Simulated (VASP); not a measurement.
Input of a VASP 6.6.1 run:

INCAR

```
SYSTEM = Ru
PREC = Accurate
ENCUT = 520
EDIFF = 1E-6
ISMEAR = 1
SIGMA = 0.1
LREAL = .False.
LASPH = .True.
NELM = 60
ALGO = Normal
ISIF = 2
LWAVE = .False.
LCHARG = .True.
LELF = .True.
LVHAR = .True.
NBANDS = 21
```

The input KPOINTS:

```
regular mesh
0
Gamma
  34 34 19
  0 0 0
```

Contents of POSCAR:

```
Ru
1.0
    2.6750546290      0.0000000000      0.0000000000
   -1.3375273140      2.3166652650      0.0000000000
    0.0000000000      0.0000000000      4.2228375920
Ru
2
Direct
    0.0000000000      0.0000000000      0.0000000000
    0.3333333333      0.6666666667      0.5000000000
```

Potentials or basis: VASP PAW LDA potentials, release 64 (Ru_pv).

Launch:

```console
$ cat potpaw_LDA.64/Ru_pv/POTCAR > POTCAR
$ mpirun -np 1 vasp_std > vasp.out
```

Estimate the pressure.

1.0 GPa.

Estimate the band gap on the k mesh.

zero (bands 14 and 15 overlap by 3.44 eV).

Stress tensor (GPa, compression positive):
```
1.08 0.00 0.00
0.00 1.08 0.00
0.00 0.00 0.85
```
